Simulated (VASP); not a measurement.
# SiC (F-43m) in VASP: a series of runs

SiC is run at these levels: PBE; tasks: single point.

All numbers are computed with VASP 6.6.1; they aren't measurements. Logs are shortened: lines on timing, memory, paths and dates and some standing lists are left out, and cuts for length are marked.

## (1) The cell of the first run

Symmetry: F-43m, No. 216, cubic system. Conventional cell: a = 4.197 Å, b = 4.197 Å, c = 4.197 Å, α = 90.00°, β = 90.00°, γ = 90.00°. Within 2.4 Å of Si (site symmetry -43m) lie 4 C at 1.82 Å. C (site symmetry -43m) has 4 Si at 1.82 Å within 2.4 Å.

## (2) Single point, PBE (volume scaled by 0.88)

INCAR

```
  ALGO = Normal
  EDIFF = 1E-7
  ENCUT = 520
  GGA = PE
  ISIF = 2
  ISMEAR = 0
  LASPH = T
  LCHARG = F
  LREAL = F
  LWAVE = F
  NBANDS = 11
  NELM = 60
  PREC = Accurate
  SIGMA = 0.02
```

KPOINTS

```
k-points
0
Gamma
  10 10 10
```

POSCAR

```
SiC
1.0
    0.0000000000      2.0984114864      2.0984114864
    2.0984114864      0.0000000000      2.0984114864
    2.0984114864      2.0984114864      0.0000000000
Si C
1 1
Direct
    0.7500000000      0.7500000000      0.7500000000
    0.0000000000      0.0000000000      0.0000000000
```

Potentials or basis: VASP PAW PBE potentials, release 64 (Si, C).

Started as:

```console
$ cat potpaw_PBE.64/Si/POTCAR potpaw_PBE.64/C/POTCAR > POTCAR
$ mpirun -np 1 vasp_std > vasp.out
```

OUTCAR:

```text
EDIFF = 1E-7
   ENCUT = 520
   GGA = PE
   ISIF = 2
   ISMEAR = 0
   LASPH = T
   LREAL = F
   NELM = 60
   PREC = Accurate

 ion  position               nearest neighbor table
   1  0.750  0.750  0.750-   2 1.82   2 1.82   2 1.82   2 1.82
   2  0.000  0.000  0.000-   1 1.82   1 1.82   1 1.82   1 1.82

  LATTYP: Found a face centered cubic cell.
 ALAT       =     4.1968229728

  Lattice vectors:

 A1 = (   0.0000000000,   2.0984114864,   2.0984114864)
 A2 = (   2.0984114864,   0.0000000000,   2.0984114864)
 A3 = (   2.0984114864,   2.0984114864,   0.0000000000)

Analysis of symmetry for initial positions (statically):
=====================================================================
 Subroutine PRICEL returns:
 Original cell was already a primitive cell.

 Routine SETGRP: Setting up the symmetry group for a
 face centered cubic supercell.

 Subroutine GETGRP returns: Found 24 space group operations
 (whereof 24 operations were pure point group operations)
 out of a pool of 48 trial point group operations.

The static configuration has the point symmetry T_d .

Analysis of symmetry for dynamics (positions and initial velocities):
=====================================================================
 Subroutine PRICEL returns:
 Original cell was already a primitive cell.

 Routine SETGRP: Setting up the symmetry group for a
 face centered cubic supercell.

 Subroutine GETGRP returns: Found 24 space group operations
 (whereof 24 operations were pure point group operations)
 out of a pool of 48 trial point group operations.

The dynamic configuration has the point symmetry T_d .

 Subroutine INISYM returns: Found 24 space group operations
 (whereof 24 operations are pure point group operations),
 and found     1 'primitive' translations

----------------------------------------------------------------------------------------

                                     Primitive cell

  volume of cell :      18.4800

  direct lattice vectors                    reciprocal lattice vectors
     0.000000000  2.098411486  2.098411486    -0.238275478  0.238275478  0.238275478
     2.098411486  0.000000000  2.098411486     0.238275478 -0.238275478  0.238275478
     2.098411486  2.098411486  0.000000000     0.238275478  0.238275478 -0.238275478

  length of vectors
     2.967601984  2.967601984  2.967601984     0.412705234  0.412705234  0.412705234

  position of ions in fractional coordinates (direct lattice)
     0.750000000  0.750000000  0.750000000
     0.000000000  0.000000000  0.000000000

  ion indices of the primitive-cell ions
   primitive index   ion index
                 1           1
                 2           2

----------------------------------------------------------------------------------------

 KPOINTS: k-points

Automatic generation of k-mesh.
 Grid dimensions read from file:
 generate k-points for:   10   10   10

 Generating k-lattice:

  Cartesian coordinates                     Fractional coordinates (reciprocal lattice)
    -0.023827548  0.023827548  0.023827548     0.100000000  0.000000000  0.000000000
     0.023827548 -0.023827548  0.023827548     0.000000000  0.100000000  0.000000000
     0.023827548  0.023827548 -0.023827548     0.000000000  0.000000000  0.100000000

  Length of vectors
     0.041270523  0.041270523  0.041270523

  Shift w.r.t. Gamma in fractional coordinates (k-lattice)
     0.000000000  0.000000000  0.000000000

 Subroutine IBZKPT returns following result:
 ===========================================

 Found     47 irreducible k-points:

 Following reciprocal coordinates:
            Coordinates               Weight
  0.000000  0.000000  0.000000      1.000000
  0.100000  0.000000  0.000000      8.000000
  0.200000  0.000000  0.000000      8.000000
  0.300000  0.000000  0.000000      8.000000
  0.400000  0.000000  0.000000      8.000000
  0.500000  0.000000  0.000000      4.000000
[... 16 lines left out ...]
  0.300000  0.300000  0.000000      6.000000
  0.400000  0.300000  0.000000     24.000000
 [... further k-points ...]
   k-points           NKPTS =     47   k-points in BZ     NKDIM =     47   number of bands    NBANDS=     11
   number of dos      NEDOS =    301   number of ions     NIONS =      2
   total plane-waves  NPLWV =  13824
   dimension x,y,z NGX =    24 NGY =   24 NGZ =   24
   dimension x,y,z NGXF=    48 NGYF=   48 NGZF=   48
   ions per type =               1   1
   NGX,Y,Z   is equivalent  to a cutoff of  13.44, 13.44, 13.44 a.u.
   NGXF,Y,Z  is equivalent  to a cutoff of  26.89, 26.89, 26.89 a.u.
 SYSTEM =  unknown system
   PREC   = accura    normal or accurate (medium, high low for compatibility)
   ISTART =      0    job   : 0-new  1-cont  2-samecut
   ICHARG =      2    charge: 1-file 2-atom 10-const
   ISPIN  =      1    spin polarized calculation?
   LNONCOLLINEAR =      F non collinear calculations
   LSORBIT =      F    spin-orbit coupling
   LASPH  =      T    aspherical Exc in radial PAW
   ENCUT  =  520.0 eV  38.22 Ry    6.18 a.u.   5.52  5.52  5.52*2*pi/ulx,y,z
   NELM   =     60;   NELMIN=  2; NELMDL= -5     # of ELM steps
   EDIFF  = 0.1E-06   stopping-criterion for ELM
   LREAL  =      F    real-space projection
   EDIFFG = 0.1E-05   stopping-criterion for IOM
   NSW    =      0    number of steps for IOM
   IBRION =     -1    ionic relax: 0-MD 1-quasi-New 2-CG
   NFREE  =      0    steps in history (QN), initial steepest desc. (CG)
   ISIF   =      2    stress and relaxation
   ISYM   =      2    0-nonsym 1-usesym 2-fastsym
   POTIM  = 0.5000    time-step for ionic-motion
   TEBEG  =    0.0;   TEEND  =   0.0 temperature during run
   PSTRESS=    0.0 pullay stress
   NELECT =       8.0000    total number of electrons
   NUPDOWN=      -1.0000    fix difference up-down
   EMIN   =  10.00;   EMAX   =-10.00  energy-range for DOS
   EFERMI =   0.00;   METHOD = LEGACY
   ISMEAR =     0;   SIGMA  =   0.02  broadening in eV -4-tet -1-fermi 0-gaus
   EFERMI_NEDOS =   21; number of points for ismear=-14 and -15
   IALGO  =     38    algorithm
   IMIX   =      4    mixing-type and parameters
     AMIX     =   0.40;   BMIX     =  1.00
     AMIX_MAG =   1.60;   BMIX_MAG =  1.00
  volume/ion in A,a.u.               =       9.24        62.35
  Fermi-wavevector in a.u.,A,eV,Ry     =   1.238428  2.340290 20.867316  1.533704
  Thomas-Fermi vector in A             =   2.372954
   LORBIT       =      0    0 simple, 1 ext, 2 COOP (PROOUT), +10 PAW based schemes
   GGA     = PE    functional components
   LHFCALC =     F    Hartree Fock is set to
   AEXX    =    0.0000 exact exchange contribution
   IVDW    =     0    specifies the selected vdW correction
   LEPSILON=     F    determine dielectric tensor
   LRPA    =     F    only Hartree local field effects (RPA)
 non-spin polarized calculation
 Gauss-broadening in eV      SIGMA  =   0.02
  energy-cutoff  :      520.00
  volume of cell :       18.48
 maximum number of plane-waves:       531
 NGX is ok and might be reduce to    24
   NGX = 11   NGY = 11   NGZ = 11

 number of electron       8.0000000 magnetization

 Free energy of the ion-electron system (eV)
  ---------------------------------------------------
  ext. energy  EPLUGINS =         0.00000000
  ---------------------------------------------------
  free energy    TOTEN  =       -14.81390609 eV

  energy without entropy =      -14.81390609  energy(sigma->0) =      -14.81390609

 E-fermi :   9.5253     XC(G=0): -11.8569

 val. band max:        9.4259705617   @ k =   0.0000   0.0000   0.0000
 cond. band min:      10.6689156164   @ k =   0.5000   0.5000   0.0000
 fundamental gap:      1.2429450547
 Fermi energy:         9.5253261645

 k-point     1 :       0.0000    0.0000    0.0000
  band No.  band energies     occupation
      1      -6.8921      2.00000
      2       9.4260      2.00000
      3       9.4260      2.00000
      4       9.4260      2.00000
      5      17.0008      0.00000
      6      17.5671      0.00000
      7      17.5671      0.00000
      8      17.5671      0.00000
      9      24.6193      0.00000
     10      24.6193      0.00000
     11      27.6353      0.00000

 k-point     2 :       0.1000    0.0000    0.0000
  band No.  band energies     occupation
      1      -6.6786      2.00000
      2       8.3986      2.00000
      3       9.2903      2.00000
      4       9.2903      2.00000
      5      17.0423      0.00000
      6      17.8268      0.00000
      7      17.8268      0.00000
      8      18.0504      0.00000
      9      23.5743      0.00000
     10      23.5743      0.00000
     11      26.6892      0.00000

 k-point     3 :       0.2000    0.0000    0.0000
  band No.  band energies     occupation
      1      -6.0463      2.00000
      2       6.1712      2.00000
      3       8.9782      2.00000
      4       8.9782      2.00000
      5      16.6500      0.00000
      6      18.1518      0.00000
      7      18.1518      0.00000
      8      19.3136      0.00000
      9      22.8889      0.00000
     10      22.8889      0.00000
     11      25.7936      0.00000

 k-point     4 :       0.3000    0.0000    0.0000
  band No.  band energies     occupation
      1      -5.0289      2.00000
      2       3.6902      2.00000
      3       8.6560      2.00000
      4       8.6560      2.00000
      5      16.2503      0.00000
      6      17.8427      0.00000
      7      17.8427      0.00000
      8      20.0989      0.00000
      9      23.9168      0.00000
     10      23.9168      0.00000
     11      25.7473      0.00000

 k-point     5 :       0.4000    0.0000    0.0000
  band No.  band energies     occupation
      1      -3.7464      2.00000
      2       1.4406      2.00000
      3       8.4330      2.00000
      4       8.4330      2.00000
      5      15.9991      0.00000
      6      17.3350      0.00000
      7      17.3350      0.00000
      8      20.1786      0.00000
      9      26.1025      0.00000
     10      26.1025      0.00000
     11      26.5560      0.00000
[... 211 lines left out ...]
 k-point    21 :      -0.3000    0.2000    0.0000
  band No.  band energies     occupation
      1      -3.5087      2.00000
      2       2.6688      2.00000
      3       5.3894      2.00000
      4       8.2226      2.00000
      5      15.4063      0.00000
      6      18.6305      0.00000
      7      18.8555      0.00000
      8      20.8758      0.00000
      9      22.8826      0.00000
     10      26.1549      0.00000
     11      29.8608      0.00000

 k-point    22 :      -0.2000    0.2000    0.0000
  band No.  band energies     occupation
      1      -4.6895      2.00000
      2       4.4384      2.00000
      3       5.9975      2.00000
      4       8.7850      2.00000
      5      16.5392      0.00000
      6      18.4054      0.00000
      7      18.5638      0.00000
      8      19.6359      0.00000
      9      21.4582      0.00000
     10      26.0604      0.00000
     11      29.8324      0.00000

 k-point    23 :       0.3000    0.3000    0.0000
  band No.  band energies     occupation
      1      -4.4031      2.00000
      2       5.0307      2.00000
      3       6.9064      2.00000
      4       6.9064      2.00000
      5      12.7714      0.00000
      6      15.4824      0.00000
      7      22.1182      0.00000
      8      22.1182      0.00000
      9      23.2599      0.00000
     10      27.4269      0.00000
     11      32.4757      0.00000

 k-point    24 :       0.4000    0.3000    0.0000
  band No.  band energies     occupation
      1      -3.4423      2.00000
      2       3.7104      2.00000
      3       6.0517      2.00000
      4       6.6275      2.00000
      5      12.3736      0.00000
      6      15.5364      0.00000
      7      22.3217      0.00000
      8      22.4651      0.00000
      9      24.6024      0.00000
     10      28.5937      0.00000
     11      32.4124      0.00000

 [... further k-points ...]

------------------------ aborting loop because EDIFF is reached ----------------------------------------

  FORCE on cell =-STRESS in cart. coord.  units (eV):
  Direction    XX          YY          ZZ          XY          YZ          ZX
  --------------------------------------------------------------------------------------
  -------------------------------------------------------------------------------------
  Total        4.0062208      4.0062208      4.0062208     -0.0000000      0.0000000     -0.0000000
  in kB      347.3309669    347.3309669    347.3309669     -0.0000000      0.0000000     -0.0000000
  external PRESSURE =     347.3309669 kB  Pullay stress =       0.0000000 kB

 VOLUME and BASIS-vectors are now :
 -----------------------------------------------------------------------------
  energy-cutoff  :      520.00
  volume of cell :       18.48
      direct lattice vectors                 reciprocal lattice vectors
     0.000000000  2.098411486  2.098411486    -0.238275478  0.238275478  0.238275478
     2.098411486  0.000000000  2.098411486     0.238275478 -0.238275478  0.238275478
     2.098411486  2.098411486  0.000000000     0.238275478  0.238275478 -0.238275478

 POSITION                                       TOTAL-FORCE (eV/Angst)
 -----------------------------------------------------------------------------------
      3.14762      3.14762      3.14762         0.000000      0.000000      0.000000
      0.00000      0.00000      0.00000        -0.000000     -0.000000     -0.000000
 -----------------------------------------------------------------------------------
    total drift:                                0.000000      0.000000      0.000000

  FREE ENERGIE OF THE ION-ELECTRON SYSTEM (eV)
  ---------------------------------------------------
  free  energy   TOTEN  =       -14.8139060930 eV

  energy  without entropy=      -14.8139060930  energy(sigma->0) =      -14.81390609
```

It took 10 s on 1 thread of Intel Xeon 8259CL, shared host; peak memory 0.14 GiB.

Results:

* Free energy: -14.8139 eV
* Pressure: 34.7 GPa
* Band gap on the k mesh: 1.24 eV, indirect (least direct gap 4.64 eV)

Caveat: the cell differs from its parent crystal (volume scaled by 0.88). A k mesh can miss the band edges.

## (3) Single point, PBE

This run uses another cell than the first one, of 10.50 Å³/atom, 1.136 times its volume.

INCAR

```
SYSTEM = SiC
PREC = Accurate
ENCUT = 520
EDIFF = 1E-6
ISMEAR = 0
SIGMA = 0.02
LREAL = .FALSE.
LASPH = .TRUE.
NELM = 80
ALGO = Normal
ISIF = 2
LWAVE = .FALSE.
LCHARG = .FALSE.
GGA = PE
NBANDS = 11
```

KPOINTS

```
regular mesh
0
G
  10 10 10
  0 0 0
```

POSCAR

```
SiC
1.0
    0.0000000000      2.1897595588      2.1897595588
    2.1897595588      0.0000000000      2.1897595588
    2.1897595588      2.1897595588      0.0000000000
Si C
1 1
Direct
    0.7500000000      0.7500000000      0.7500000000
    0.0000000000      0.0000000000      0.0000000000
```

Potentials or basis: VASP PAW PBE potentials, release 64 (Si, C).

Started as:

```console
$ cat potpaw_PBE.64/Si/POTCAR potpaw_PBE.64/C/POTCAR > POTCAR
$ mpirun -np 1 vasp_std > vasp.out
```

Run time: 9.9 s. Hardware: 1 thread of Intel Xeon 8259CL, shared host; peak memory 0.14 GiB.

Results (log left out):

```
Free energy            : -15.0608 eV
Pressure               : 0.0 GPa
Band gap on the k mesh : 1.37 eV, indirect (least direct gap 4.53 eV)
```

Levels at points of the mesh, in eV from the valence-band top:
```csv
k point,band 1,band 2,band 3,band 4,band 5,band 6,band 7,band 8
"(0.00, 0.00, 0.00)",-15.29,0.00,0.00,0.00,6.06,7.21,7.21,7.21
"(0.50, 0.00, 0.00)",-11.78,-8.45,-1.05,-1.05,5.30,7.17,7.17,9.97
"(0.50, 0.50, 0.00)",-10.34,-7.75,-3.16,-3.16,1.37,4.27,13.86,13.86
```

A k mesh can miss the band edges. A hybrid or GW would open this gap; PBE tends to underestimate it.

[end of part 1 of 2]
